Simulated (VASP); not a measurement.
# Ga2As2Cl in VASP: relaxation of the atoms with PBE

Aim: the relaxation of the atoms of Ga2As2Cl with PBE.

Program: VASP 6.6.1. These are calculated values, not measurements. Logs are shortened: lines on timing, memory, paths and dates and some standing lists are left out, and cuts for length are marked.

## Step 1: The cell of the first run

The cell holds a slab with vacuum, 5 atoms: a = 4.063 Å, b = 4.063 Å, c = 19.672 Å, α = 90.00°, β = 90.00°, γ = 120.00°.

## Step 2: Relaxation of the atoms, PBE, collinear spin

File INCAR:

```
ALGO = Normal ; DIPOL = 0.5 0.5 0.356
EDIFF = 1E-7 ; EDIFFG = -0.025
ENCUT = 450 ; GGA = PE
GGA_COMPAT = False ; IBRION = 2
IDIPOL = 3 ; ISIF = 2
ISMEAR = 0 ; ISPIN = 2
KPAR = 4 ; LASPH = True
LCHARG = False ; LDIPOL = True
LORBIT = 11 ; LREAL = False
LWAVE = False ; MAGMOM = 0 0 0 0 1
NELM = 200 ; NELMDL = -8
NELMIN = 4 ; NSW = 36
PREC = Accurate ; SIGMA = 0.05
```

File KPOINTS:

```
k-points
0
Gamma
  9 9 1
```

File POSCAR:

```
Ga2As2Cl
1.0
    4.0629609260      0.0000000000      0.0000000000
   -2.0314804630      3.5186273765      0.0000000000
    0.0000000000      0.0000000000     19.6715433583
As Ga Cl
2 2 1
Selective dynamics
Direct
    0.0000000000      0.0000000000      0.2033394090  F F F
    0.3333333333      0.6666666667      0.3841855388  F F F
    0.3333333333      0.6666666667      0.2454992137  F F F
    0.6666666667      0.3333333333      0.4153991992  F F F
    0.6666666667      0.3333333333      0.5292692682  F F T
```

Potentials or basis: VASP PAW PBE potentials, release 64 (As, Ga_d, Cl).

On the command line:

```sh
> cat potpaw_PBE.64/As/POTCAR potpaw_PBE.64/Ga_d/POTCAR potpaw_PBE.64/Cl/POTCAR > POTCAR
> mpirun -np 4 vasp_std > vasp.out
```

OUTCAR:

```text
EDIFF = 1E-7
   EDIFFG = -0.025
   ENCUT = 450
   GGA = PE
   IBRION = 2
   ISIF = 2
   ISMEAR = 0
   ISPIN = 2
   LASPH = True
   LORBIT = 11
   LREAL = False
   NELM = 200
   NELMDL = -8
   NELMIN = 4
   NSW = 36
   PREC = Accurate

 ion  position               nearest neighbor table
   1  0.000  0.000  0.203-   3 2.49   3 2.49   3 2.49
   2  0.333  0.667  0.384-   4 2.42   4 2.42   4 2.42   3 2.73
   3  0.333  0.667  0.245-   1 2.49   1 2.49   1 2.49   2 2.73
   4  0.667  0.333  0.415-   5 2.24   2 2.42   2 2.42   2 2.42
   5  0.667  0.333  0.529-   4 2.24

  LATTYP: Found a hexagonal cell.
 ALAT       =     4.0629609260
 C/A-ratio  =     4.8416767270

  Lattice vectors:

 A1 = (   4.0629609260,   0.0000000000,   0.0000000000)
 A2 = (  -2.0314804630,   3.5186273765,   0.0000000000)
 A3 = (   0.0000000000,   0.0000000000,  19.6715433583)

Analysis of symmetry for initial positions (statically):
=====================================================================
 Subroutine PRICEL returns:
 Original cell was already a primitive cell.

 Routine SETGRP: Setting up the symmetry group for a
 hexagonal supercell.

 Subroutine GETGRP returns: Found  6 space group operations
 (whereof  6 operations were pure point group operations)
 out of a pool of 24 trial point group operations.

The static configuration has the point symmetry C_3v.

Analysis of symmetry for dynamics (positions and initial velocities):
=====================================================================
 Subroutine PRICEL returns:
 Original cell was already a primitive cell.

 Routine SETGRP: Setting up the symmetry group for a
 hexagonal supercell.

 Subroutine GETGRP returns: Found  6 space group operations
 (whereof  6 operations were pure point group operations)
 out of a pool of 24 trial point group operations.

The dynamic configuration has the point symmetry C_3v.

Analysis of constrained symmetry for selective dynamics:
=====================================================================
 Subroutine PRICEL returns:
 Original cell was already a primitive cell.

 Routine SETGRP: Setting up the symmetry group for a
 hexagonal supercell.

 Subroutine GETGRP returns: Found  6 space group operations
 (whereof  6 operations were pure point group operations)
 out of a pool of 24 trial point group operations.

The constrained configuration has the point symmetry C_3v.

Analysis of structural, dynamic, and magnetic symmetry:
=====================================================================
 Subroutine PRICEL returns:
 Original cell was already a primitive cell.

 Routine SETGRP: Setting up the symmetry group for a
 hexagonal supercell.

 Subroutine GETGRP returns: Found  6 space group operations
 (whereof  6 operations were pure point group operations)
 out of a pool of 24 trial point group operations.

The overall configuration has the point symmetry C_3v.

 Subroutine INISYM returns: Found  6 space group operations
 (whereof  6 operations are pure point group operations),
 and found     1 'primitive' translations

----------------------------------------------------------------------------------------

                                     Primitive cell

  volume of cell :     281.2253

  direct lattice vectors                    reciprocal lattice vectors
     4.062960926  0.000000000  0.000000000     0.246125921  0.142100867  0.000000000
    -2.031480463  3.518627377  0.000000000     0.000000000  0.284201734  0.000000000
     0.000000000  0.000000000 19.671543358     0.000000000  0.000000000  0.050834852

  length of vectors
     4.062960926  4.062960926 19.671543358     0.284201734  0.284201734  0.050834852

  position of ions in fractional coordinates (direct lattice)
     0.000000000  0.000000000  0.203339409
     0.333333333  0.666666667  0.384185539
     0.333333333  0.666666667  0.245499214
     0.666666667  0.333333333  0.415399199
     0.666666667  0.333333333  0.529269268

  ion indices of the primitive-cell ions
   primitive index   ion index
                 1           1
                 2           2
                 3           3
                 4           4
                 5           5

----------------------------------------------------------------------------------------

 KPOINTS: k-points

Automatic generation of k-mesh.
 Grid dimensions read from file:
 generate k-points for:    9    9    1

 Generating k-lattice:

  Cartesian coordinates                     Fractional coordinates (reciprocal lattice)
     0.027347325  0.015788985  0.000000000     0.111111111  0.000000000  0.000000000
     0.000000000  0.031577970  0.000000000     0.000000000  0.111111111  0.000000000
     0.000000000  0.000000000  0.050834852     0.000000000  0.000000000  1.000000000

  Length of vectors
     0.031577970  0.031577970  0.050834852

  Shift w.r.t. Gamma in fractional coordinates (k-lattice)
     0.000000000  0.000000000  0.000000000

 Subroutine IBZKPT returns following result:
 ===========================================

 Found     12 irreducible k-points:

 Following reciprocal coordinates:
            Coordinates               Weight
  0.000000  0.000000  0.000000      1.000000
  0.111111 -0.000000  0.000000      6.000000
  0.222222 -0.000000  0.000000      6.000000
  0.333333 -0.000000  0.000000      6.000000
  0.444444 -0.000000  0.000000      6.000000
  0.111111  0.111111  0.000000      6.000000
  0.222222  0.111111  0.000000     12.000000
  0.333333  0.111111  0.000000     12.000000
  0.444444  0.111111  0.000000      6.000000
  0.222222  0.222222  0.000000      6.000000
  0.333333  0.222222  0.000000     12.000000
  0.333333  0.333333  0.000000      2.000000
   k-points           NKPTS =     12   k-points in BZ     NKDIM =     12   number of bands    NBANDS=     26
   number of dos      NEDOS =    301   number of ions     NIONS =      5
   total plane-waves  NPLWV = 109760
   dimension x,y,z NGX =    28 NGY =   28 NGZ =  140
   dimension x,y,z NGXF=    56 NGYF=   56 NGZF=  280
   ions per type =               2   2   1
   NGX,Y,Z   is equivalent  to a cutoff of  11.46, 11.46, 11.83 a.u.
   NGXF,Y,Z  is equivalent  to a cutoff of  22.91, 22.91, 23.66 a.u.
 SYSTEM =  unknown system
   PREC   = accura    normal or accurate (medium, high low for compatibility)
   ISTART =      0    job   : 0-new  1-cont  2-samecut
   ICHARG =      2    charge: 1-file 2-atom 10-const
   ISPIN  =      2    spin polarized calculation?
   LNONCOLLINEAR =      F non collinear calculations
   LSORBIT =      F    spin-orbit coupling
   LASPH  =      T    aspherical Exc in radial PAW
   ENCUT  =  450.0 eV  33.07 Ry    5.75 a.u.   7.03  7.03 34.03*2*pi/ulx,y,z
   NELM   =    200;   NELMIN=  4; NELMDL= -8     # of ELM steps
   EDIFF  = 0.1E-06   stopping-criterion for ELM
   LREAL  =      F    real-space projection
   EDIFFG = -.3E-01   stopping-criterion for IOM
   NSW    =     36    number of steps for IOM
   IBRION =      2    ionic relax: 0-MD 1-quasi-New 2-CG
   NFREE  =      1    steps in history (QN), initial steepest desc. (CG)
   ISIF   =      2    stress and relaxation
   ISYM   =      2    0-nonsym 1-usesym 2-fastsym
   POTIM  = 0.5000    time-step for ionic-motion
   TEBEG  =    0.0;   TEEND  =   0.0 temperature during run
   PSTRESS=    0.0 pullay stress
   NELECT =      43.0000    total number of electrons
   NUPDOWN=      -1.0000    fix difference up-down
   EMIN   =  10.00;   EMAX   =-10.00  energy-range for DOS
   EFERMI =   0.00;   METHOD = LEGACY
   ISMEAR =     0;   SIGMA  =   0.05  broadening in eV -4-tet -1-fermi 0-gaus
   EFERMI_NEDOS =   21; number of points for ismear=-14 and -15
   IALGO  =     38    algorithm
   IMIX   =      4    mixing-type and parameters
     AMIX     =   0.40;   BMIX     =  1.00
     AMIX_MAG =   1.60;   BMIX_MAG =  1.00
  volume/ion in A,a.u.               =      56.25       379.56
  Fermi-wavevector in a.u.,A,eV,Ry     =   0.875413  1.654290 10.426790  0.766347
  Thomas-Fermi vector in A             =   1.995080
   LORBIT       =     11    0 simple, 1 ext, 2 COOP (PROOUT), +10 PAW based schemes
   GGA     = PE    functional components
   LHFCALC =     F    Hartree Fock is set to
   AEXX    =    0.0000 exact exchange contribution
   IVDW    =     0    specifies the selected vdW correction
   LEPSILON=     F    determine dielectric tensor
   LRPA    =     F    only Hartree local field effects (RPA)
 conjugate gradient relaxation of ions
 spin polarized calculation
 Gauss-broadening in eV      SIGMA  =   0.05
  energy-cutoff  :      450.00
  volume of cell :      281.23
 maximum number of plane-waves:      6116
   NGX = 15   NGY = 15   NGZ = 69

--------------------------------------- Ionic step        1  -------------------------------------------

 number of electron      42.9999998 magnetization       0.9640971

 Free energy of the ion-electron system (eV)
  ---------------------------------------------------
  ext. energy  EPLUGINS =         0.00000000
  ---------------------------------------------------
  free energy    TOTEN  =       -18.21167766 eV

  energy without entropy =      -18.20771573  energy(sigma->0) =      -18.20969670

------------------------ aborting loop because EDIFF is reached ----------------------------------------

  FORCE on cell =-STRESS in cart. coord.  units (eV):
  Direction    XX          YY          ZZ          XY          YZ          ZX
  --------------------------------------------------------------------------------------
  -------------------------------------------------------------------------------------
  Total        1.0115873      1.0115873     -3.1751263     -0.0000000      0.0000000      0.0000000
  in kB        5.7631454      5.7631454    -18.0891112     -0.0000000      0.0000000      0.0000000
  external PRESSURE =      -2.1876068 kB  Pullay stress =       0.0000000 kB
[... 63 lines left out ...]
  energy  without entropy=      -18.2216086346  energy(sigma->0) =      -18.22363646

--------------------------------------- Ionic step        3  -------------------------------------------

 number of electron      42.9999999 magnetization       0.9664633

 dipolmoment           0.000000      0.000000      0.171196 electrons x Angstroem

 Free energy of the ion-electron system (eV)
  ---------------------------------------------------
  ext. energy  EPLUGINS =         0.00000000
  ---------------------------------------------------
  free energy    TOTEN  =       -18.22954507 eV

  energy without entropy =      -18.22542444  energy(sigma->0) =      -18.22748475

 E-fermi :  -2.5580     XC(G=0):  -4.5476

 val. band max:       -2.5604115835   @ k =   0.4444  -0.0000   0.0000
 cond. band min:      -2.5459350064   @ k =   0.4444   0.1111   0.0000
 fundamental gap:      0.0144765770
 Fermi energy:        -2.5580396130

 spin component 1

 k-point     1 :       0.0000    0.0000    0.0000
  band No.  band energies     occupation
      1     -17.3035      1.00000
      2     -16.8905      1.00000
      3     -16.8905      1.00000
      4     -16.8869      1.00000
      5     -16.8534      1.00000
      6     -16.8534      1.00000
[... 337 lines left out ...]
     25       2.8919      0.00000
     26       3.2926      0.00000
 Fermi energy:        -2.5580396130

 spin component 2

 k-point     1 :       0.0000    0.0000    0.0000
  band No.  band energies     occupation
      1     -17.2689      1.00000
      2     -16.8846      1.00000
      3     -16.8846      1.00000
      4     -16.8671      1.00000
      5     -16.8457      1.00000
      6     -16.8457      1.00000
[... 337 lines left out ...]
     25       3.0981      0.00000
     26       3.4057      0.00000

------------------------ aborting loop because EDIFF is reached ----------------------------------------

 vacuum level on the upper side and lower side of the slab       (xc-potential included)         0.939        -1.157

  FORCE on cell =-STRESS in cart. coord.  units (eV):
  Direction    XX          YY          ZZ          XY          YZ          ZX
  --------------------------------------------------------------------------------------
  -------------------------------------------------------------------------------------
  Total        1.0784888      1.0784888     -1.7665664     -0.0000000      0.0000000      0.0000000
  in kB        6.1442925      6.1442925    -10.0643605     -0.0000000      0.0000000      0.0000000
  external PRESSURE =       0.7414082 kB  Pullay stress =       0.0000000 kB

 VOLUME and BASIS-vectors are now :
 -----------------------------------------------------------------------------
  energy-cutoff  :      450.00
  volume of cell :      281.23
      direct lattice vectors                 reciprocal lattice vectors
     4.062960926  0.000000000  0.000000000     0.246125921  0.142100867  0.000000000
    -2.031480463  3.518627377  0.000000000     0.000000000  0.284201734  0.000000000
     0.000000000  0.000000000 19.671543358     0.000000000  0.000000000  0.050834852
[... 11 lines left out ...]
  FREE ENERGIE OF THE ION-ELECTRON SYSTEM (eV)
  ---------------------------------------------------
  free  energy   TOTEN  =       -18.2295450694 eV

  energy  without entropy=      -18.2254244385  energy(sigma->0) =      -18.22748475

 reached required accuracy - stopping structural energy minimisation

 vacuum level on the upper side and lower side of the slab         4.725         2.549

 total charge

# of ion       s       p       d       tot
------------------------------------------
    1        1.251   1.460   0.022   2.732
    2        1.228   1.537   0.027   2.792
    3        0.897   0.705   9.973  11.575
    4        0.860   0.803  10.032  11.696
    5        1.608   3.482   0.000   5.090
--------------------------------------------------
tot          5.844   7.987  20.055  33.885

 magnetization (x)

# of ion       s       p       d       tot
------------------------------------------
    1        0.008   0.242  -0.000   0.250
    2        0.003   0.144   0.000   0.147
    3       -0.009   0.017   0.013   0.021
    4       -0.003   0.003   0.007   0.007
    5        0.002   0.081   0.000   0.083
--------------------------------------------------
tot          0.001   0.487   0.020   0.508
```

Wall time 4.3 min (4 MPI ranks of Intel Xeon Platinum 8259CL at 2.50GHz (Skylake/Cascade Lake), shared host); peak memory 0.49 GiB.

Results:

| Item | Value |
| --- | --- |
| Free energy | -18.2295 eV |
| Energy gained by relaxing | 3.6 meV/atom |
| Ionic steps | 3 |
| Band gap on the k mesh | zero (filled and empty bands overlap) |
| Net moment | 0.97 μB per cell |
| Site moments | As +0.25, +0.15; Ga +0.02, +0.01; Cl +0.08 μB |
| Valence electrons inside the program's atomic spheres | As 2.73, 2.79; Ga 11.57, 11.70; Cl 5.09 |

The path:
```csv
step,energy change (eV),largest force on free atoms (eV/Å),pressure (GPa)
1,0.0000,0.6215,-0.22
2,-0.0140,0.3035,-0.07
3,-0.0179,0.0006,0.07
```

Final structure:
```
CELL_PARAMETERS angstrom
4.06296 0.00000 0.00000
-2.03148 3.51863 0.00000
0.00000 0.00000 19.67154
ATOMIC_POSITIONS crystal
As 0.00000 0.00000 0.20334
As 0.33333 0.66667 0.38419
Ga 0.33333 0.66667 0.24550
Ga 0.66667 0.33333 0.41540
Cl 0.66667 0.33333 0.52647
```

Levels at points of the mesh, in eV from the Fermi level:
Spin up:
```csv
k point,band 19,band 20,band 21,band 22,band 23,band 24,band 25,band 26
"(0.00, 0.00, 0.00)",-0.32,-0.32,0.02,0.02,1.11,1.35,4.45,4.73
```
Spin down:
| k point | band 19 | band 20 | band 21 | band 22 | band 23 | band 24 |
| --- | --- | --- | --- | --- | --- | --- |
| (0.00, 0.00, 0.00) | -0.17 | 0.12 | 0.20 | 0.20 | 1.26 | 1.56 |
